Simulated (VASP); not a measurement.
# Ti2Al (P4/mmm) in VASP: notebook, part 2 of 2

VASP 6.6.1.

**5. Relaxation of cell and atoms, PBE**

This run uses another cell than the first one, of 17.45 Å³/atom, 1.339 times its volume.

INCAR

```
SYSTEM = Ti2Al
PREC = Accurate ; ENCUT = 600
EDIFF = 1E-7 ; ISMEAR = 0
SIGMA = 0.1 ; LREAL = .FALSE.
LASPH = .TRUE. ; NELM = 80
ALGO = Fast ; ISIF = 3
LWAVE = .FALSE. ; LCHARG = .FALSE.
GGA = PE ; IBRION = 2
NSW = 100 ; EDIFFG = -0.01
```

KPOINTS

```
Automatic mesh
0
G
  16 16 8
  0 0 0
```

POSCAR

```
Ti2Al
1.0
    2.7862108767      0.0000000000      0.0000000000
    0.0000000000      2.7862108767      0.0000000000
    0.0000000000      0.0000000000      6.7441998247
Ti Al
2 1
Direct
    0.5000000000      0.5000000000      0.2888477614
    0.5000000000      0.5000000000      0.7111522386
    0.0000000000      0.0000000000      0.0000000000
```

Potentials or basis: VASP PAW PBE potentials, release 64 (Ti_sv, Al).

On the command line:

```sh
$ cat potpaw_PBE.64/Ti_sv/POTCAR potpaw_PBE.64/Al/POTCAR > POTCAR
$ mpirun -np 1 vasp_std > vasp.out
```

OUTCAR:

```text
SYSTEM = Ti2Al
   PREC = Accurate
   ENCUT = 600
   EDIFF = 1E-7
   ISMEAR = 0
   LREAL = .FALSE.
   LASPH = .TRUE.
   NELM = 80
   ISIF = 3
   GGA = PE
   IBRION = 2
   NSW = 100
   EDIFFG = -0.01

 ion  position               nearest neighbor table
   1  0.500  0.500  0.289-   3 2.77   3 2.77   3 2.77   3 2.77   2 2.85
   2  0.500  0.500  0.711-   3 2.77   3 2.77   3 2.77   3 2.77   1 2.85
   3  0.000  0.000  0.000-   1 2.77   2 2.77   1 2.77   2 2.77   1 2.77   2 2.77   1 2.77   2 2.77

  LATTYP: Found a simple tetragonal cell.
 ALAT       =     2.7862108767
 C/A-ratio  =     2.4205633109

  Lattice vectors:

 A1 = (   2.7862108767,   0.0000000000,   0.0000000000)
 A2 = (   0.0000000000,   2.7862108767,   0.0000000000)
 A3 = (   0.0000000000,   0.0000000000,   6.7441998247)

Analysis of symmetry for initial positions (statically):
=====================================================================
 Subroutine PRICEL returns:
 Original cell was already a primitive cell.

 Routine SETGRP: Setting up the symmetry group for a
 simple tetragonal supercell.

 Subroutine GETGRP returns: Found 16 space group operations
 (whereof 16 operations were pure point group operations)
 out of a pool of 16 trial point group operations.

The static configuration has the point symmetry D_4h.

Analysis of symmetry for dynamics (positions and initial velocities):
=====================================================================
 Subroutine PRICEL returns:
 Original cell was already a primitive cell.

 Routine SETGRP: Setting up the symmetry group for a
 simple tetragonal supercell.

 Subroutine GETGRP returns: Found 16 space group operations
 (whereof 16 operations were pure point group operations)
 out of a pool of 16 trial point group operations.

The dynamic configuration has the point symmetry D_4h.

 Subroutine INISYM returns: Found 16 space group operations
 (whereof 16 operations are pure point group operations),
[... 122 lines left out ...]
   LORBIT       =      0    0 simple, 1 ext, 2 COOP (PROOUT), +10 PAW based schemes
   GGA     = PE    functional components
   LHFCALC =     F    Hartree Fock is set to
   AEXX    =    0.0000 exact exchange contribution
   IVDW    =     0    specifies the selected vdW correction
   LEPSILON=     F    determine dielectric tensor
   LRPA    =     F    only Hartree local field effects (RPA)
 conjugate gradient relaxation of ions
 non-spin polarized calculation
 RMM-DIIS sequential band-by-band and
 Gauss-broadening in eV      SIGMA  =   0.10
  energy-cutoff  :      600.00
  volume of cell :       52.36
 maximum number of plane-waves:      1787
 NGX is ok and might be reduce to    24
   NGX = 11   NGY = 11   NGZ = 27

--------------------------------------- Ionic step        1  -------------------------------------------

 number of electron      26.9999997 magnetization

 Free energy of the ion-electron system (eV)
  ---------------------------------------------------
  ext. energy  EPLUGINS =         0.00000000
  ---------------------------------------------------
  free energy    TOTEN  =       -19.42765264 eV

  energy without entropy =      -19.41369345  energy(sigma->0) =      -19.42067304

------------------------ aborting loop because EDIFF is reached ----------------------------------------

  FORCE on cell =-STRESS in cart. coord.  units (eV):
  Direction    XX          YY          ZZ          XY          YZ          ZX
  --------------------------------------------------------------------------------------
  -------------------------------------------------------------------------------------
  Total        0.0708552      0.0708552     -0.1917163      0.0000000      0.0000000      0.0000000
  in kB        2.1683227      2.1683227     -5.8669336      0.0000000      0.0000000      0.0000000
  external PRESSURE =      -0.5100961 kB  Pullay stress =       0.0000000 kB
[... 61 lines left out ...]
--------------------------------------- Ionic step        3  -------------------------------------------

 number of electron      26.9999995 magnetization

 Free energy of the ion-electron system (eV)
  ---------------------------------------------------
  ext. energy  EPLUGINS =         0.00000000
  ---------------------------------------------------
  free energy    TOTEN  =       -19.42826517 eV

  energy without entropy =      -19.41428858  energy(sigma->0) =      -19.42127688

 E-fermi :   7.6910     XC(G=0): -10.9092

 val. band max:        7.6897890288   @ k =   0.4375   0.3750   0.2500
 cond. band min:       7.6943841122   @ k =   0.2500   0.1250   0.2500
 fundamental gap:      0.0045950834
 Fermi energy:         7.6909613362

 k-point     1 :       0.0000    0.0000    0.0000
  band No.  band energies     occupation
      1     -49.0031      2.00000
      2     -48.9741      2.00000
      3     -25.5015      2.00000
      4     -25.2562      2.00000
      5     -24.9271      2.00000
      6     -24.9271      2.00000
[... 457 lines left out ...]
      4     -25.4209      2.00000
      5     -25.4078      2.00000
      6     -25.1931      2.00000
[... 9 lines left out ...]
     16       8.8268      0.00000
     17       9.2725      0.00000

 [... further k-points ...]
[... 5 lines left out ...]
  --------------------------------------------------------------------------------------
  -------------------------------------------------------------------------------------
  Total        0.0137694      0.0137694      0.0063443      0.0000000      0.0000000      0.0000000
  in kB        0.4218656      0.4218656      0.1943761      0.0000000      0.0000000      0.0000000
  external PRESSURE =       0.3460358 kB  Pullay stress =       0.0000000 kB
[... 18 lines left out ...]
  FREE ENERGIE OF THE ION-ELECTRON SYSTEM (eV)
  ---------------------------------------------------
  free  energy   TOTEN  =       -19.4282651712 eV

  energy  without entropy=      -19.4142885817  energy(sigma->0) =      -19.42127688

 reached required accuracy - stopping structural energy minimisation
```

Wall time 12 min (1 thread of Intel Xeon 6975P-C (Granite Rapids), shared host); peak memory 0.37 GiB.

What came out:

```yaml
Free_energy: -19.4283 eV
Relaxed_volume: 17.43 Å³/atom
Relaxed_cell: a = 2.791 Å, b = 2.791 Å, c = 6.714 Å, α = 90.00°, β = 90.00°, γ = 90.00°
Space_group_after_relaxing_to_0.05_Å: P4/mmm (No. 123)
Energy_gained_by_relaxing: 0.2 meV/atom
Ionic_steps: 3
Pressure_after_relaxing: 0.0 GPa
Largest_force_after_relaxing: 0.009 eV/Å
```

Forces on the atoms (eV/Å):
```
Ti   0.000  0.000  0.009
Ti   0.000  0.000 -0.009
Al   0.000  0.000  0.000
```

The path:
```
step  energy change (eV)  largest force (eV/Å)  pressure (GPa)  volume (Å³)
   1              0.0000                0.0232           -0.05        52.36
   2             -0.0005                0.0138            0.00        52.31
   3             -0.0006                0.0095            0.03        52.29
```

Final structure:
```xyz
3
Lattice="2.7908 0.0000 0.0000 0.0000 2.7908 0.0000 0.0000 0.0000 6.7144" Properties=species:S:1:pos:R:3 pbc="T T T"
Ti    1.3954    1.3954    1.9410
Ti    1.3954    1.3954    4.7734
Al    0.0000    0.0000    6.7144
```

**6. Overview**

```tsv
task	spin	cell	k mesh	cutoff (eV)	gap on the mesh (eV)	pressure (GPa)	relaxed volume (Å³/atom)	largest force (eV/Å)
relaxation of cell and atoms	off	relaxed from a = 2.735, b = 2.735, c = 5.226 Å, 3 atoms	6 × 6 × 4	600	none	0.0	17.38	0.01
single point	collinear, ferromagnetic start	a = 2.786, b = 2.786, c = 6.744 Å, 3 atoms	6 × 6 × 4	520	none	-0.1	-	0.03
single point	off	a = 2.792, b = 2.792, c = 6.715 Å, 3 atoms	16 × 16 × 8	520	none	-0.1	-	0.01
relaxation of cell and atoms	off	relaxed from a = 2.786, b = 2.786, c = 6.744 Å, 3 atoms	16 × 16 × 8	600	none	0.0	17.43	0.01
```

Alike in all rows: level PBE; potentials or basis VASP PAW PBE potentials, release 64 (Ti_sv, Al); smearing gaussian 0.1 eV.

Caveats: some runs use coarse meshes; the volume moved by over 15 % at a fixed basis, so the end points are rough (some runs).

Absolute energies hang on the potentials; compare differences alone.
